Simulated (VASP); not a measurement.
Wanted: the native input for a VASP 6.6.1 run.

```
Task                   : single point
Functional             : PBE
Potentials or basis    : VASP PAW PBE potentials, release 64 (Ba_sv, Te)
Cutoff                 : 520 eV
k mesh                 : 9 × 9 × 9
Occupations            : fermi-dirac, width 0.05 eV
Spin                   : no spin polarisation
Dipole correction      : no
Further INCAR settings : ALGO = Normal; EDIFF = 1e-07; NBANDS = 15
```

The structure of BaTe (CsCl type) lies in POSCAR:

```
BaTe
1.0
    4.3255614209      0.0000000000      0.0000000000
    0.0000000000      4.3255614209      0.0000000000
    0.0000000000      0.0000000000      4.3255614209
Ba Te
1 1
Direct
    0.0000000000      0.0000000000      0.0000000000
    0.5000000000      0.5000000000      0.5000000000
```

These files were run (other wordings do the same):

INCAR

```
PREC = Accurate
ENCUT = 520
EDIFF = 1E-7
ISMEAR = -1
SIGMA = 0.05
LREAL = F
LASPH = T
NELM = 100
ALGO = Normal
ISIF = 2
LWAVE = F
LCHARG = T
GGA = PE
LELF = T
LVHAR = T
NBANDS = 15
```

KPOINTS

```
regular mesh
0
Gamma
  9 9 9
```

Potentials or basis: VASP PAW PBE potentials, release 64 (Ba_sv, Te).

The run is started by

```sh
$ cat potpaw_PBE.64/Ba_sv/POTCAR potpaw_PBE.64/Te/POTCAR > POTCAR
$ mpirun -np 1 vasp_std > vasp.out
```

It gave:

```yaml
Pressure: -1.2 GPa
Band_gap_on_the_k_mesh: 0.95 eV (least direct gap 1.21 eV)
```

Caveat: spin-orbit coupling is left out, which moves the levels of the heavy elements; an odd mesh through Γ misses points on the zone boundary, where band edges can lie.

It took 39 s on 1 thread of Intel(R) Xeon(R) Platinum 8259CL CPU @ 2.50GHz (Skylake/Cascade Lake), with other jobs on the host, peak memory 0.2 GiB.
